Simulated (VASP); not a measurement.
# BaTiO3 (R3m) in VASP: further runs, part 2 of 2

VASP 6.6.1.

## (4) Single point, PBE (atom 1 (Ba) moved -0.450 Å towards its neighbour atom 2 (Ti) at 3.434 Å)

Contents of INCAR:

```
PREC     = Accurate       # precision mode
ENCUT    = 520            # plane-wave cutoff, eV
EDIFF    = 1E-7           # SCF threshold, eV
ISMEAR   = 0              # smearing method
SIGMA    = 0.05           # smearing width, eV
LREAL    = F              # projectors in reciprocal space
LASPH    = T              # aspherical terms in the spheres
NELM     = 80             # most SCF steps
ALGO     = Normal         # electronic algorithm
ISIF     = 2              # what is computed and relaxed
LWAVE    = F              # write WAVECAR
LCHARG   = F              # write CHGCAR
GGA      = PE             # functional
NBANDS   = 28             # bands
```

Contents of KPOINTS:

```
Automatic mesh
0
Gamma
  6 6 6
```

Contents of POSCAR:

```
BaTiO3
1.0
    2.8630706910      1.6529946342      2.3563003940
   -2.8630706910      1.6529946342      2.3563003940
    0.0000000000     -3.3059892684      2.3563003940
Ba Ti O
1 1 3
Direct
    0.0686136365      0.0686136365      0.0686136365
    0.5191875227      0.5191875227      0.5191875227
    0.4883938465      0.4883938465      0.9777702638
    0.4883938465      0.9777702638      0.4883938465
    0.9777702638      0.4883938465      0.4883938465
```

Potentials or basis: VASP PAW PBE potentials, release 64 (Ba_sv, Ti_sv, O).

Started as:

```console
$ cat potpaw_PBE.64/Ba_sv/POTCAR potpaw_PBE.64/Ti_sv/POTCAR potpaw_PBE.64/O/POTCAR > POTCAR
$ mpirun -np 1 vasp_std > vasp.out
```

OUTCAR:

```text
PREC = Accurate
   ENCUT = 520
   EDIFF = 1E-7
   ISMEAR = 0
   LREAL = F
   LASPH = T
   NELM = 80
   ISIF = 2
   GGA = PE

 ion  position               nearest neighbor table
   1  0.069  0.069  0.069-   4 2.44   5 2.44   3 2.44   3 2.92   3 2.92   4 2.92   5 2.92   5 2.92
                             4 2.92   2 3.19   2 3.41   2 3.41   2 3.41   2 3.64   2 3.64   2 3.64
   2  0.519  0.519  0.519-   4 1.87   5 1.87   3 1.87   4 2.21   5 2.21   3 2.21   1 3.19   1 3.41
                             1 3.41   1 3.41   1 3.64   1 3.64   1 3.64
   3  0.488  0.488  0.978-   2 1.87   2 2.21   1 2.44   1 2.92   1 2.92
[... 951 lines left out ...]
  -------------------------------------------------------------------------------------
  Total        2.5132894      2.5132894      6.2251184      0.0000000      0.0000000     -0.0000000
  in kB       60.1821455     60.1821455    149.0640033      0.0000000      0.0000000     -0.0000000
  external PRESSURE =      89.8094314 kB  Pullay stress =       0.0000000 kB

 VOLUME and BASIS-vectors are now :
 -----------------------------------------------------------------------------
  energy-cutoff  :      520.00
  volume of cell :       66.91
      direct lattice vectors                 reciprocal lattice vectors
     2.863070691  1.652994634  2.356300394     0.174637672  0.100827107  0.141464702
    -2.863070691  1.652994634  2.356300394    -0.174637672  0.100827107  0.141464702
     0.000000000 -3.305989268  2.356300394     0.000000000 -0.201654214  0.141464702

 POSITION                                       TOTAL-FORCE (eV/Angst)
 -----------------------------------------------------------------------------------
      0.00000      0.00000      0.48502        -0.000000      0.000000     -4.062298
      0.00000      0.00000      3.67009        -0.000000     -0.000000      1.467227
      0.00000     -1.61787      4.60553        -0.000000      0.412820      0.865024
     -1.40112      0.80894      4.60553         0.357513     -0.206410      0.865024
      1.40112      0.80894      4.60553        -0.357513     -0.206410      0.865024
 -----------------------------------------------------------------------------------
    total drift:                               -0.000000     -0.000005      0.000191

  FREE ENERGIE OF THE ION-ELECTRON SYSTEM (eV)
  ---------------------------------------------------
  free  energy   TOTEN  =       -39.2728588198 eV

  energy  without entropy=      -39.2728588198  energy(sigma->0) =      -39.27285882
```

OSZICAR:

```text
N       E                     dE             d eps       ncg     rms          rms(c)
DAV:   1     0.429141895616E+03    0.42914E+03   -0.20489E+04  1792   0.153E+03
DAV:   2    -0.286709237809E+01   -0.43201E+03   -0.41183E+03  2064   0.421E+02
DAV:   3    -0.480398520163E+02   -0.45173E+02   -0.44810E+02  2524   0.136E+02
DAV:   4    -0.502084406944E+02   -0.21686E+01   -0.21627E+01  2692   0.260E+01
DAV:   5    -0.502753983083E+02   -0.66958E-01   -0.66949E-01  2460   0.346E+00    0.243E+01
DAV:   6    -0.395575566858E+02    0.10718E+02   -0.58489E+01  2736   0.703E+01    0.111E+01
DAV:   7    -0.394966585465E+02    0.60898E-01   -0.13005E+01  2440   0.274E+01    0.777E+00
DAV:   8    -0.392612229371E+02    0.23544E+00   -0.72139E-01  2136   0.816E+00    0.391E+00
DAV:   9    -0.393152884420E+02   -0.54066E-01   -0.44767E-01  2680   0.577E+00    0.190E+00
DAV:  10    -0.392762010870E+02    0.39087E-01   -0.20079E-01  2156   0.441E+00    0.557E-01
DAV:  11    -0.392729814481E+02    0.32196E-02   -0.18817E-02  2256   0.852E-01    0.156E-01
DAV:  12    -0.392729353082E+02    0.46140E-04   -0.26535E-03  2700   0.410E-01    0.930E-02
DAV:  13    -0.392728482612E+02    0.87047E-04   -0.47896E-04  2344   0.213E-01    0.109E-02
DAV:  14    -0.392728592948E+02   -0.11034E-04   -0.27571E-05  2192   0.391E-02    0.977E-03
DAV:  15    -0.392728588917E+02    0.40307E-06   -0.80984E-06  2436   0.279E-02    0.308E-03
DAV:  16    -0.392728587873E+02    0.10438E-06   -0.71681E-07  2052   0.766E-03    0.178E-03
DAV:  17    -0.392728588198E+02   -0.32460E-07   -0.81897E-08  1372   0.269E-03
   1 F= -.39272859E+02 E0= -.39272859E+02  d E =-.373687E-30
```

stdout:

```text
POSCAR found type information on POSCAR BaTiO
 POSCAR found :  3 types and       5 ions
 scaLAPACK will be used
 LDA part: xc-table for (Slater+PW92), standard interpolation
 POSCAR, INCAR and KPOINTS ok, starting setup
 FFT: planning ... GRIDC
 FFT: planning ... GRID_SOFT
 FFT: planning ... GRID
 WAVECAR not read
 entering main loop
```

It took 2.5 min on 1 thread of Intel Xeon 8259CL, shared host; peak memory 0.21 GiB.

What came out:

```
Free energy            : -39.2729 eV
Pressure               : 9.0 GPa
Largest force          : 4.062 eV/Å
Band gap on the k mesh : 2.55 eV (least direct gap 3.03 eV)
```

Forces on the atoms (eV/Å):
```
Ba   0.000  0.000 -4.062
Ti   0.000  0.000  1.467
O    0.000  0.413  0.865
O    0.358 -0.206  0.865
O   -0.358 -0.206  0.865
```

Caveat: the cell differs from its parent crystal (atom 1 (Ba) moved -0.450 Å towards its neighbour atom 2 (Ti) at 3.434 Å); the stress differs along the axes, from 6 to 15 GPa; spin-orbit coupling is left out, which moves the levels of the heavy elements; forces of over 1 eV/Å act on the atoms, so gaps and moduli don't describe the material at rest. A k mesh can miss the band edges.

## (5) Single point, PBE (atom 1 (Ba) moved +0.300 Å towards its neighbour atom 2 (Ti) at 3.434 Å)

Contents of INCAR:

```
SYSTEM = BaTiO3
PREC = Accurate
ENCUT = 520
EDIFF = 1E-7
ISMEAR = 0
SIGMA = 0.05
LREAL = .False.
LASPH = .True.
NELM = 60
ALGO = Normal
ISIF = 2
LWAVE = .False.
LCHARG = .True.
GGA = PE
LELF = .True.
LVHAR = .True.
NBANDS = 28
```

Contents of KPOINTS:

```
Automatic mesh
0
Gamma
  6 6 6
  0 0 0
```

Changes to POSCAR since step 4:

```diff
@@ -8,3 +8,3 @@
 Direct
-    0.0686136365      0.0686136365      0.0686136365
+   -0.0374848901     -0.0374848901     -0.0374848901
     0.5191875227      0.5191875227      0.5191875227
```

Started as:

```console
$ cat potpaw_PBE.64/Ba_sv/POTCAR potpaw_PBE.64/Ti_sv/POTCAR potpaw_PBE.64/O/POTCAR > POTCAR
$ mpirun -np 1 vasp_std > vasp.out
```

It took 2.3 min on 1 thread of Intel Xeon 8259CL, shared host; peak memory 0.21 GiB.

Results (log left out):

```yaml
Free_energy: -39.8121 eV
Pressure: 3.1 GPa
Largest_force: 1.751 eV/Å
Band_gap_on_the_k_mesh: 2.53 eV (least direct gap 3.08 eV)
```

Forces in eV/Å, atoms in the order of the input:
```
Ba   0.000  0.000  1.751
Ti   0.000  0.000 -1.191
O    0.000  0.018 -0.187
O    0.015 -0.009 -0.187
O   -0.015 -0.009 -0.187
```

Stress tensor (GPa, compression positive):
```
1.87 0.00 0.00
0.00 1.87 0.00
0.00 0.00 5.44
```

Levels at points of the mesh, in eV from the valence-band top:
| k point | band 18 | band 19 | band 20 | band 21 | band 22 | band 23 |
| --- | --- | --- | --- | --- | --- | --- |
| (0.00, 0.00, 0.00) | -0.63 | -0.54 | -0.54 | 2.53 | 2.53 | 2.63 |
| (0.50, 0.00, 0.00) | -1.26 | -1.06 | -0.88 | 2.73 | 3.72 | 3.86 |
| (0.50, 0.50, 0.00) | -0.93 | -0.92 | -0.09 | 3.78 | 3.85 | 4.14 |
| (0.50, 0.50, 0.50) | -0.05 | -0.05 | 0.00 | 4.03 | 4.38 | 4.38 |

Caveat: the cell differs from its parent crystal (atom 1 (Ba) moved +0.300 Å towards its neighbour atom 2 (Ti) at 3.434 Å); the cell stands under pressure; spin-orbit coupling is left out, which moves the levels of the heavy elements; forces of over 1 eV/Å act on the atoms, so gaps and moduli don't describe the material at rest.

## (6) Summary

| cell | gap on the mesh (eV) | pressure (GPa) | largest force (eV/Å) |
| --- | --- | --- | --- |
| as given, atomic positions A | 2.56 | 1.7 | 0.79 |
| as given, atomic positions B | 2.37 | 10.1 | 5.19 |
| as given, atomic positions C | 2.55 | 9.0 | 4.06 |
| as given, atomic positions D | 2.53 | 3.1 | 1.75 |

Alike in all rows: task single point; level PBE; potentials or basis VASP PAW PBE potentials, release 64 (Ba_sv, Ti_sv, O); no spin polarisation; k mesh 6 × 6 × 6; cutoff (eV) 520; smearing gaussian 0.05 eV.

Caveats: spin-orbit coupling is left out, which moves the levels of the heavy elements; forces of over 1 eV/Å act on the atoms, so gaps and moduli don't describe the material at rest (at least some runs); the stress differs along the axes, from 4 to 22 GPa (at least some runs); the stress differs along the axes, from 6 to 15 GPa (at least some runs); the cell stands under pressure (at least some runs).

Absolute energies hang on the potentials; compare differences alone.
